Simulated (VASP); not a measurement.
# BeS (a.bB) (F-43m) in VASP: notebook, part 2 of 2

VASP 6.6.1.

**3. Single point, PBEsol**

Contents of INCAR:

```
PREC = Accurate
ENCUT = 600
EDIFF = 1E-6
ISMEAR = 0
SIGMA = 0.02
LREAL = False
LASPH = True
NELM = 120
ALGO = Normal
ISIF = 2
LWAVE = False
LCHARG = False
GGA = PS
NBANDS = 11
GGA_COMPAT = False
```

Contents of KPOINTS:

```
regular mesh
0
Gamma
  8 8 8
```

Contents of POSCAR:

```
BeS
1.0
    0.0000000000      2.4188488888      2.4188488888
    2.4188488888      0.0000000000      2.4188488888
    2.4188488888      2.4188488888      0.0000000000
Be S
1 1
Direct
    0.0000000000      0.0000000000      0.0000000000
    0.2500000000      0.2500000000      0.2500000000
```

Potentials or basis: VASP PAW PBE potentials, release 64 (Be, S).

The run is started by

```bash
cat potpaw_PBE.64/Be/POTCAR potpaw_PBE.64/S/POTCAR > POTCAR
mpirun -np 1 vasp_std > vasp.out
```

OUTCAR:

```text
PREC = Accurate
   ENCUT = 600
   EDIFF = 1E-6
   ISMEAR = 0
   LREAL = False
   LASPH = True
   NELM = 120
   ISIF = 2
   GGA = PS

 ion  position               nearest neighbor table
   1  0.000  0.000  0.000-   2 2.09   2 2.09   2 2.09   2 2.09
   2  0.250  0.250  0.250-   1 2.09   1 2.09   1 2.09   1 2.09

  LATTYP: Found a face centered cubic cell.
 ALAT       =     4.8376977776

  Lattice vectors:

 A1 = (   0.0000000000,   2.4188488888,   2.4188488888)
 A2 = (   2.4188488888,   0.0000000000,   2.4188488888)
 A3 = (   2.4188488888,   2.4188488888,   0.0000000000)

Analysis of symmetry for initial positions (statically):
=====================================================================
 Subroutine PRICEL returns:
 Original cell was already a primitive cell.

 Routine SETGRP: Setting up the symmetry group for a
 face centered cubic supercell.

 Subroutine GETGRP returns: Found 24 space group operations
 (whereof 24 operations were pure point group operations)
 out of a pool of 48 trial point group operations.

The static configuration has the point symmetry T_d .

Analysis of symmetry for dynamics (positions and initial velocities):
=====================================================================
 Subroutine PRICEL returns:
 Original cell was already a primitive cell.

 Routine SETGRP: Setting up the symmetry group for a
 face centered cubic supercell.

 Subroutine GETGRP returns: Found 24 space group operations
 (whereof 24 operations were pure point group operations)
 out of a pool of 48 trial point group operations.

The dynamic configuration has the point symmetry T_d .

 Subroutine INISYM returns: Found 24 space group operations
 (whereof 24 operations are pure point group operations),
 and found     1 'primitive' translations

----------------------------------------------------------------------------------------
[... 118 lines left out ...]
   GGA     = PS    functional components
   LHFCALC =     F    Hartree Fock is set to
   AEXX    =    0.0000 exact exchange contribution
   IVDW    =     0    specifies the selected vdW correction
   LEPSILON=     F    determine dielectric tensor
   LRPA    =     F    only Hartree local field effects (RPA)
 non-spin polarized calculation
 Gauss-broadening in eV      SIGMA  =   0.02
  energy-cutoff  :      600.00
  volume of cell :       28.30
 maximum number of plane-waves:       960
   NGX = 13   NGY = 13   NGZ = 13

 number of electron       8.0000000 magnetization

 Free energy of the ion-electron system (eV)
  ---------------------------------------------------
  ext. energy  EPLUGINS =         0.00000000
  ---------------------------------------------------
  free energy    TOTEN  =       -10.56434469 eV

  energy without entropy =      -10.56434469  energy(sigma->0) =      -10.56434469

 E-fermi :   4.3567     XC(G=0):  -9.9322

 val. band max:        4.2234097483   @ k =   0.0000   0.0000   0.0000
 cond. band min:       7.1342576566   @ k =   0.5000   0.5000   0.0000
 fundamental gap:      2.9108479083
 Fermi energy:         4.3567308702

 k-point     1 :       0.0000    0.0000    0.0000
  band No.  band energies     occupation
      1      -9.5459      2.00000
      2       4.2234      2.00000
      3       4.2234      2.00000
      4       4.2234      2.00000
      5       9.8298      0.00000
      6       9.8298      0.00000
      7       9.8298      0.00000
      8       9.9937      0.00000
      9      17.0331      0.00000
     10      17.0331      0.00000
     11      18.9585      0.00000
[... 309 lines left out ...]
 k-point    24 :      -0.3750    0.2500    0.1250
  band No.  band energies     occupation
      1      -7.6069      2.00000
      2      -1.1453      2.00000
      3       1.3891      2.00000
      4       2.3386      2.00000
      5      10.1888      0.00000
      6      10.7440      0.00000
      7      13.3438      0.00000
      8      14.6792      0.00000
      9      15.6097      0.00000
     10      19.5708      0.00000
     11      20.1429      0.00000

 [... further k-points ...]

------------------------ aborting loop because EDIFF is reached ----------------------------------------

  FORCE on cell =-STRESS in cart. coord.  units (eV):
  Direction    XX          YY          ZZ          XY          YZ          ZX
  --------------------------------------------------------------------------------------
  -------------------------------------------------------------------------------------
  Total        0.0368054      0.0368054      0.0368054      0.0000000      0.0000000      0.0000000
  in kB        2.0833694      2.0833694      2.0833694      0.0000000      0.0000000      0.0000000
  external PRESSURE =       2.0833694 kB  Pullay stress =       0.0000000 kB

 VOLUME and BASIS-vectors are now :
 -----------------------------------------------------------------------------
  energy-cutoff  :      600.00
  volume of cell :       28.30
      direct lattice vectors                 reciprocal lattice vectors
     0.000000000  2.418848889  2.418848889    -0.206709895  0.206709895  0.206709895
     2.418848889  0.000000000  2.418848889     0.206709895 -0.206709895  0.206709895
     2.418848889  2.418848889  0.000000000     0.206709895  0.206709895 -0.206709895

 POSITION                                       TOTAL-FORCE (eV/Angst)
 -----------------------------------------------------------------------------------
      0.00000      0.00000      0.00000        -0.000000     -0.000000     -0.000000
      1.20942      1.20942      1.20942         0.000000      0.000000      0.000000
 -----------------------------------------------------------------------------------
    total drift:                               -0.000000     -0.000000      0.000000

  FREE ENERGIE OF THE ION-ELECTRON SYSTEM (eV)
  ---------------------------------------------------
  free  energy   TOTEN  =       -10.5643446938 eV

  energy  without entropy=      -10.5643446938  energy(sigma->0) =      -10.56434469
```

OSZICAR:

```text
N       E                     dE             d eps       ncg     rms          rms(c)
DAV:   1     0.215778498065E+02    0.21578E+02   -0.41004E+03   638   0.686E+02
DAV:   2    -0.945389714399E+01   -0.31032E+02   -0.29944E+02   871   0.124E+02
DAV:   3    -0.107468304233E+02   -0.12929E+01   -0.12903E+01   837   0.249E+01
DAV:   4    -0.107541328308E+02   -0.73024E-02   -0.73006E-02   810   0.214E+00
DAV:   5    -0.107541891878E+02   -0.56357E-04   -0.56356E-04   828   0.175E-01    0.540E+00
DAV:   6    -0.106132771993E+02    0.14091E+00   -0.10932E-01   739   0.154E+00    0.356E+00
DAV:   7    -0.105640254759E+02    0.49252E-01   -0.11166E-01   781   0.167E+00    0.795E-01
DAV:   8    -0.105642897356E+02   -0.26426E-03   -0.55637E-03   805   0.404E-01    0.142E-01
DAV:   9    -0.105643342344E+02   -0.44499E-04   -0.32524E-04   787   0.118E-01    0.445E-02
DAV:  10    -0.105643409983E+02   -0.67639E-05   -0.34568E-05   850   0.287E-02    0.116E-02
DAV:  11    -0.105643445593E+02   -0.35610E-05   -0.78800E-06   740   0.160E-02    0.572E-03
DAV:  12    -0.105643446938E+02   -0.13452E-06   -0.17739E-07   468   0.311E-03
   1 F= -.10564345E+02 E0= -.10564345E+02  d E =-.332528E-23
```

It took 10 s on 1 thread of Intel Xeon Platinum 8488C (Sapphire Rapids), shared host; peak memory 0.14 GiB.

What came out:

```
Free energy            : -10.5643 eV
Pressure               : 0.2 GPa
Band gap on the k mesh : 2.91 eV, indirect (least direct gap 5.61 eV)
```

Caveat: the PAW data sets were made with another functional, which shifts forces and pressure a little.

**4. Relaxation of cell and atoms, PBEsol**

Contents of INCAR:

```
SYSTEM = BeS
PREC = Accurate ; ENCUT = 600
EDIFF = 1E-7 ; ISMEAR = 0
SIGMA = 0.02 ; LREAL = .FALSE.
LASPH = .TRUE. ; NELM = 120
ALGO = Normal ; ISIF = 3
LWAVE = .FALSE. ; LCHARG = .FALSE.
GGA = PS ; IBRION = 2
NSW = 100 ; EDIFFG = -0.002
GGA_COMPAT = .FALSE. ; NELMIN = 4
```

Contents of KPOINTS:

```
regular mesh
0
G
  8 8 8
  0 0 0
```

Contents of POSCAR:

```
BeS
1.0
    0.0000000000      2.4200000000      2.4200000000
    2.4200000000      0.0000000000      2.4200000000
    2.4200000000      2.4200000000      0.0000000000
Be S
1 1
Direct
    0.0000000000      0.0000000000      0.0000000000
    0.2500000000      0.2500000000      0.2500000000
```

Potentials or basis: VASP PAW PBE potentials, release 64 (Be, S).

The run is started by

```bash
cat potpaw_PBE.64/Be/POTCAR potpaw_PBE.64/S/POTCAR > POTCAR
mpirun -np 1 vasp_std > vasp.out
```

OUTCAR:

```text
SYSTEM = BeS
   PREC = Accurate
   ENCUT = 600
   EDIFF = 1E-7
   ISMEAR = 0
   LREAL = .FALSE.
   LASPH = .TRUE.
   NELM = 120
   ISIF = 3
   GGA = PS
   IBRION = 2
   NSW = 100
   EDIFFG = -0.002
   NELMIN = 4

 ion  position               nearest neighbor table
   1  0.000  0.000  0.000-   2 2.10   2 2.10   2 2.10   2 2.10
   2  0.250  0.250  0.250-   1 2.10   1 2.10   1 2.10   1 2.10

[... 502 lines left out ...]

------------------------ aborting loop because EDIFF is reached ----------------------------------------

  FORCE on cell =-STRESS in cart. coord.  units (eV):
  Direction    XX          YY          ZZ          XY          YZ          ZX
  --------------------------------------------------------------------------------------
  -------------------------------------------------------------------------------------
  Total       -0.0036219     -0.0036219     -0.0036219      0.0000000      0.0000000     -0.0000000
  in kB       -0.2045415     -0.2045415     -0.2045415      0.0000000      0.0000000     -0.0000000
  external PRESSURE =      -0.2045415 kB  Pullay stress =       0.0000000 kB

 VOLUME and BASIS-vectors are now :
 -----------------------------------------------------------------------------
  energy-cutoff  :      600.00
  volume of cell :       28.37
      direct lattice vectors                 reciprocal lattice vectors
     0.000000000  2.420716685  2.420716685    -0.206550400  0.206550400  0.206550400
     2.420716685 -0.000000000  2.420716685     0.206550400 -0.206550400  0.206550400
     2.420716685  2.420716685 -0.000000000     0.206550400  0.206550400 -0.206550400

 POSITION                                       TOTAL-FORCE (eV/Angst)
 -----------------------------------------------------------------------------------
      2.42072      2.42072      4.84143        -0.000000     -0.000000      0.000000
      1.21036      1.21036      1.21036         0.000000      0.000000     -0.000000
 -----------------------------------------------------------------------------------
    total drift:                               -0.000000     -0.000000     -0.000000

  FREE ENERGIE OF THE ION-ELECTRON SYSTEM (eV)
  ---------------------------------------------------
  free  energy   TOTEN  =       -10.5643868272 eV

  energy  without entropy=      -10.5643868272  energy(sigma->0) =      -10.56438683

 reached required accuracy - stopping structural energy minimisation
```

OSZICAR:

```text
N       E                     dE             d eps       ncg     rms          rms(c)
DAV:   1     0.250707487462E+02    0.25071E+02   -0.44029E+03   464   0.969E+02
DAV:   2    -0.995241969828E+01   -0.35023E+02   -0.33806E+02   720   0.136E+02
DAV:   3    -0.107497210053E+02   -0.79730E+00   -0.79730E+00   544   0.260E+01
[... 12 lines left out ...]
DAV:   2    -0.105643899220E+02    0.18228E-04   -0.52819E-05   568   0.425E-02    0.118E-02
DAV:   3    -0.105643875301E+02    0.23919E-05   -0.10890E-05   584   0.193E-02    0.724E-03
DAV:   4    -0.105643872894E+02    0.24069E-06   -0.11082E-07   416   0.294E-03    0.567E-03
DAV:   5    -0.105643868025E+02    0.48690E-06   -0.13410E-07   288   0.252E-03    0.796E-04
DAV:   6    -0.105643868272E+02   -0.24707E-07   -0.72666E-09   232   0.949E-04
   2 F= -.10564387E+02 E0= -.10564387E+02  d E =-.313314E-05
```

CONTCAR:

```text
BeS
   1.00000000000000
     0.0000000000000000    2.4207166846409485    2.4207166846409485
     2.4207166846409485   -0.0000000000000000    2.4207166846409485
     2.4207166846409485    2.4207166846409485   -0.0000000000000000
  Be              S
     1     1
Direct
     1.0000000000000000    1.0000000000000000    0.0000000000000000
     0.2500000000000000    0.2500000000000000    0.2500000000000000

  0.00000000E+00  0.00000000E+00  0.00000000E+00
  0.00000000E+00  0.00000000E+00  0.00000000E+00
```

Wall time 12 s (1 thread of Intel Xeon Platinum 8488C (Sapphire Rapids), shared host); peak memory 0.15 GiB.

Results:

| Quantity | Value |
| --- | --- |
| Free energy | -10.5644 eV |
| Relaxed volume | 14.19 Å³/atom |
| Relaxed cell | a = 3.423 Å, b = 3.423 Å, c = 3.423 Å, α = 60.00°, β = 60.00°, γ = 60.00° |
| Space group after relaxing (to 0.05 Å) | F-43m (No. 216) |
| Energy gained by relaxing | 0.0 meV/atom |
| Ionic steps | 2 |
| Pressure after relaxing | 0.0 GPa |
| Band gap on the k mesh | 2.92 eV, indirect (least direct gap 5.61 eV) |

Final structure:
```
CELL_PARAMETERS angstrom
0.00000 2.42072 2.42072
2.42072 0.00000 2.42072
2.42072 2.42072 0.00000
ATOMIC_POSITIONS crystal
Be 0.00000 0.00000 0.00000
S 0.25000 0.25000 0.25000
```

Levels at points of the mesh, in eV from the valence-band top:
| k point | band 1 | band 2 | band 3 | band 4 | band 5 | band 6 | band 7 | band 8 |
| --- | --- | --- | --- | --- | --- | --- | --- | --- |
| (0.00, 0.00, 0.00) | -13.75 | 0.00 | 0.00 | 0.00 | 5.61 | 5.61 | 5.61 | 5.75 |
| (0.50, 0.00, 0.00) | -12.10 | -5.90 | -1.05 | -1.05 | 5.40 | 6.48 | 6.48 | 11.00 |
| (0.50, 0.50, 0.00) | -11.55 | -5.10 | -2.69 | -2.69 | 2.92 | 4.81 | 12.79 | 12.79 |

Caveat: the PAW data sets were made with another functional, which shifts forces and pressure a little. Expect the measured gap to be larger: semilocal functionals such as PBEsol lack the derivative discontinuity.
